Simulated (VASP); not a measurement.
# MoS2 (R3m) in VASP: settings compared, part 2 of 2

VASP 6.6.1. The steps go on from the part before.

**3. Single point, LDA**

INCAR reads:

```
SYSTEM = MoS2
ALGO = Normal ; EDIFF = 1E-7
ENCUT = 520 ; GGA = CA
ISIF = 2 ; ISMEAR = -1
LASPH = .TRUE. ; LCHARG = .FALSE.
LREAL = .FALSE. ; LWAVE = .FALSE.
NBANDS = 20 ; NELM = 100
PREC = Accurate ; SIGMA = 0.05
```

KPOINTS reads:

```
k-points
0
G
  6 6 6
  0 0 0
```

POSCAR reads:

```
MoS2
1.0
    1.5800000000      0.9122134253      6.1500000000
   -1.5800000000      0.9122134253      6.1500000000
    0.0000000000     -1.8244268506      6.1500000000
Mo S
1 2
Direct
    0.0000000000      0.0000000000      0.0000000000
    0.4170000000      0.4170000000      0.4170000000
    0.2500000000      0.2500000000      0.2500000000
```

Potentials or basis: VASP PAW LDA potentials, release 64 (Mo_sv, S).

On the command line:

```bash
$ cat potpaw_LDA.64/Mo_sv/POTCAR potpaw_LDA.64/S/POTCAR > POTCAR
$ mpirun -np 1 vasp_std > vasp.out
```

OUTCAR:

```text
SYSTEM = MoS2
   EDIFF = 1E-7
   ENCUT = 520
   GGA = CA
   ISIF = 2
   ISMEAR = -1
   LASPH = .TRUE.
   LREAL = .FALSE.
   NELM = 100
   PREC = Accurate

 ion  position               nearest neighbor table
   1  0.000  0.000  0.000-   3 2.39   3 2.39   3 2.39   2 2.39   2 2.39   2 2.39
   2  0.417  0.417  0.417-   1 2.39   1 2.39   1 2.39
   3  0.250  0.250  0.250-   1 2.39   1 2.39   1 2.39

  LATTYP: Found a trigonal (rhomboedric) cell.
 ALAT       =     6.4149071181
 COS(alpha) =     0.8786713335

  Lattice vectors:

 A1 = (   1.5800000000,   0.9122134253,   6.1500000000)
 A2 = (  -1.5800000000,   0.9122134253,   6.1500000000)
 A3 = (   0.0000000000,  -1.8244268506,   6.1500000000)

Analysis of symmetry for initial positions (statically):
=====================================================================
 Subroutine PRICEL returns:
 Original cell was already a primitive cell.

 Routine SETGRP: Setting up the symmetry group for a
 trigonal (rhombohedral) supercell.

 Subroutine GETGRP returns: Found  6 space group operations
 (whereof  6 operations were pure point group operations)
 out of a pool of 12 trial point group operations.

The static configuration has the point symmetry C_3v.

Analysis of symmetry for dynamics (positions and initial velocities):
=====================================================================
 Subroutine PRICEL returns:
 Original cell was already a primitive cell.

 Routine SETGRP: Setting up the symmetry group for a
 trigonal (rhombohedral) supercell.

 Subroutine GETGRP returns: Found  6 space group operations
 (whereof  6 operations were pure point group operations)
 out of a pool of 12 trial point group operations.

The dynamic configuration has the point symmetry C_3v.

 Subroutine INISYM returns: Found  6 space group operations
 (whereof  6 operations are pure point group operations),
 and found     1 'primitive' translations

----------------------------------------------------------------------------------------

                                     Primitive cell

  volume of cell :      53.1839

  direct lattice vectors                    reciprocal lattice vectors
     1.580000000  0.912213425  6.150000000     0.316455696  0.182705781  0.054200542
    -1.580000000  0.912213425  6.150000000    -0.316455696  0.182705781  0.054200542
     0.000000000 -1.824426851  6.150000000     0.000000000 -0.365411563  0.054200542

  length of vectors
     6.414907118  6.414907118  6.414907118     0.369409406  0.369409406  0.369409406

  position of ions in fractional coordinates (direct lattice)
     0.000000000  0.000000000  0.000000000
     0.417000000  0.417000000  0.417000000
     0.250000000  0.250000000  0.250000000

  ion indices of the primitive-cell ions
   primitive index   ion index
                 1           1
                 2           2
                 3           3

----------------------------------------------------------------------------------------

 KPOINTS: k-points

Automatic generation of k-mesh.
 Grid dimensions read from file:
 generate k-points for:    6    6    6

 Generating k-lattice:

  Cartesian coordinates                     Fractional coordinates (reciprocal lattice)
     0.052742616  0.030450964  0.009033424     0.166666667 -0.000000000  0.000000000
    -0.052742616  0.030450964  0.009033424    -0.000000000  0.166666667  0.000000000
     0.000000000 -0.060901927  0.009033424     0.000000000  0.000000000  0.166666667

  Length of vectors
     0.061568234  0.061568234  0.061568234

  Shift w.r.t. Gamma in fractional coordinates (k-lattice)
     0.000000000  0.000000000  0.000000000

 Subroutine IBZKPT returns following result:
 ===========================================

 Found     32 irreducible k-points:

 Following reciprocal coordinates:
            Coordinates               Weight
  0.000000  0.000000  0.000000      1.000000
  0.166667  0.000000  0.000000      6.000000
  0.333333  0.000000  0.000000      6.000000
  0.500000  0.000000  0.000000      3.000000
  0.166667  0.166667  0.000000      6.000000
  0.333333  0.166667  0.000000     12.000000
[... 16 lines left out ...]
  0.500000  0.500000  0.166667      6.000000
 -0.333333  0.500000  0.166667     12.000000
 [... further k-points ...]
   k-points           NKPTS =     32   k-points in BZ     NKDIM =     32   number of bands    NBANDS=     20
   number of dos      NEDOS =    301   number of ions     NIONS =      3
   total plane-waves  NPLWV = 110592
   dimension x,y,z NGX =    48 NGY =   48 NGZ =   48
   dimension x,y,z NGXF=    96 NGYF=   96 NGZF=   96
   ions per type =               1   2
   NGX,Y,Z   is equivalent  to a cutoff of  12.44, 12.44, 12.44 a.u.
   NGXF,Y,Z  is equivalent  to a cutoff of  24.88, 24.88, 24.88 a.u.
 SYSTEM =  MoS2
   PREC   = accura    normal or accurate (medium, high low for compatibility)
   ISTART =      0    job   : 0-new  1-cont  2-samecut
   ICHARG =      2    charge: 1-file 2-atom 10-const
   ISPIN  =      1    spin polarized calculation?
   LNONCOLLINEAR =      F non collinear calculations
   LSORBIT =      F    spin-orbit coupling
   LASPH  =      T    aspherical Exc in radial PAW
   ENCUT  =  520.0 eV  38.22 Ry    6.18 a.u.  11.93 11.93 11.93*2*pi/ulx,y,z
   NELM   =    100;   NELMIN=  2; NELMDL= -5     # of ELM steps
   EDIFF  = 0.1E-06   stopping-criterion for ELM
   LREAL  =      F    real-space projection
   EDIFFG = 0.1E-05   stopping-criterion for IOM
   NSW    =      0    number of steps for IOM
   IBRION =     -1    ionic relax: 0-MD 1-quasi-New 2-CG
   NFREE  =      0    steps in history (QN), initial steepest desc. (CG)
   ISIF   =      2    stress and relaxation
   ISYM   =      2    0-nonsym 1-usesym 2-fastsym
   POTIM  = 0.5000    time-step for ionic-motion
   TEBEG  =    0.0;   TEEND  =   0.0 temperature during run
   PSTRESS=    0.0 pullay stress
   NELECT =      26.0000    total number of electrons
   NUPDOWN=      -1.0000    fix difference up-down
   EMIN   =  10.00;   EMAX   =-10.00  energy-range for DOS
   EFERMI =   0.00;   METHOD = LEGACY
   ISMEAR =    -1;   SIGMA  =   0.05  broadening in eV -4-tet -1-fermi 0-gaus
   EFERMI_NEDOS =   21; number of points for ismear=-14 and -15
   IALGO  =     38    algorithm
   IMIX   =      4    mixing-type and parameters
     AMIX     =   0.40;   BMIX     =  1.00
     AMIX_MAG =   1.60;   BMIX_MAG =  1.00
  volume/ion in A,a.u.               =      17.73       119.63
  Fermi-wavevector in a.u.,A,eV,Ry     =   1.289652  2.437089 22.629252  1.663203
  Thomas-Fermi vector in A             =   2.421532
   LORBIT       =      0    0 simple, 1 ext, 2 COOP (PROOUT), +10 PAW based schemes
   GGA     = CA    functional components
   LHFCALC =     F    Hartree Fock is set to
   AEXX    =    0.0000 exact exchange contribution
   IVDW    =     0    specifies the selected vdW correction
   LEPSILON=     F    determine dielectric tensor
   LRPA    =     F    only Hartree local field effects (RPA)
 non-spin polarized calculation
  energy-cutoff  :      520.00
  volume of cell :       53.18
 maximum number of plane-waves:      1444
   NGX = 23   NGY = 23   NGZ = 23

 number of electron      25.9999998 magnetization

 Free energy of the ion-electron system (eV)
  ---------------------------------------------------
  ext. energy  EPLUGINS =         0.00000000
  ---------------------------------------------------
  free energy    TOTEN  =       -24.46098583 eV

  energy without entropy =      -24.46098000  energy(sigma->0) =      -24.46098291

 E-fermi :   7.9027     XC(G=0): -11.1294

 val. band max:        7.5263827167   @ k =   0.5000   0.5000   0.5000
 cond. band min:       8.4019585397   @ k =  -0.1667   0.1667   0.0000
 fundamental gap:      0.8755758230
 Fermi energy:         7.9027303356

 k-point     1 :       0.0000    0.0000    0.0000
  band No.  band energies     occupation
      1     -53.7026      2.00000
      2     -28.0737      2.00000
      3     -27.8258      2.00000
      4     -27.8258      2.00000
      5      -7.5432      2.00000
      6      -5.7935      2.00000
[... 12 lines left out ...]
     19      15.5416      0.00000
     20      15.8282      0.00000

 k-point     2 :       0.1667    0.0000    0.0000
  band No.  band energies     occupation
      1     -53.6918      2.00000
      2     -28.0527      2.00000
      3     -27.9320      2.00000
      4     -27.8499      2.00000
      5      -7.1203      2.00000
      6      -5.6687      2.00000
[... 498 lines left out ...]
 k-point    24 :      -0.3333    0.5000    0.1667
  band No.  band energies     occupation
      1     -53.6594      2.00000
      2     -28.1888      2.00000
      3     -27.9892      2.00000
      4     -27.9753      2.00000
      5      -5.4096      2.00000
      6      -5.3153      2.00000
[... 12 lines left out ...]
     19      15.5284      0.00000
     20      15.9583      0.00000

 [... further k-points ...]
[... 5 lines left out ...]
  --------------------------------------------------------------------------------------
  -------------------------------------------------------------------------------------
  Total       -1.0439674     -1.0439674     -0.2151302      0.0000000      0.0000000      0.0000000
  in kB      -31.4497796    -31.4497796     -6.4808515      0.0000000      0.0000000      0.0000000
  external PRESSURE =     -23.1268036 kB  Pullay stress =       0.0000000 kB

 VOLUME and BASIS-vectors are now :
 -----------------------------------------------------------------------------
  energy-cutoff  :      520.00
  volume of cell :       53.18
      direct lattice vectors                 reciprocal lattice vectors
     1.580000000  0.912213425  6.150000000     0.316455696  0.182705781  0.054200542
    -1.580000000  0.912213425  6.150000000    -0.316455696  0.182705781  0.054200542
     0.000000000 -1.824426851  6.150000000     0.000000000 -0.365411563  0.054200542

 POSITION                                       TOTAL-FORCE (eV/Angst)
 -----------------------------------------------------------------------------------
      0.00000      0.00000      0.00000         0.000000     -0.000000      0.083212
      0.00000      0.00000      7.69365         0.000000      0.000000      0.020061
      0.00000      0.00000      4.61250         0.000000      0.000000     -0.103273
 -----------------------------------------------------------------------------------
    total drift:                                0.000000     -0.000000      0.000056

  FREE ENERGIE OF THE ION-ELECTRON SYSTEM (eV)
  ---------------------------------------------------
  free  energy   TOTEN  =       -24.4609858274 eV

  energy  without entropy=      -24.4609799980  energy(sigma->0) =      -24.46098291
```

stdout:

```text
POSCAR found type information on POSCAR MoS
 POSCAR found :  2 types and       3 ions
 scaLAPACK will be used
 LDA part: xc-table for (Slater(with rela. corr.)+CA(PZ))
 , standard interpolation
 POSCAR, INCAR and KPOINTS ok, starting setup
 FFT: planning ... GRIDC
 FFT: planning ... GRID_SOFT
 FFT: planning ... GRID
 WAVECAR not read
 entering main loop
```

Wall time 90 s (1 thread of Intel Xeon 8259CL, shared host); peak memory 0.25 GiB.

Results:

- Free energy: -24.4610 eV
- Pressure: -2.3 GPa
- Largest force: 0.103 eV/Å
- Band gap on the k mesh: 0.88 eV (least direct gap 1.71 eV)

Forces in eV/Å, atoms in the order of the input:
```
Mo   0.000  0.000  0.083
S    0.000  0.000  0.020
S    0.000  0.000 -0.103
```

Levels at points of the mesh, in eV from the valence-band top:
```
           k point  band 11  band 12  band 13  band 14  band 15  band 16
(0.00, 0.00, 0.00)    -2.36    -1.27    -1.22     2.00     2.00     2.44
(0.50, 0.00, 0.00)    -2.35    -1.66    -1.52     1.55     1.97     3.41
(0.50, 0.50, 0.00)    -2.94    -1.84    -1.34     1.51     2.10     2.93
(0.50, 0.50, 0.50)    -2.33    -2.33     0.00     2.10     2.10     2.30
```

A k mesh can miss the band edges. Expect the measured gap to be larger: semilocal functionals such as LDA lack the derivative discontinuity.
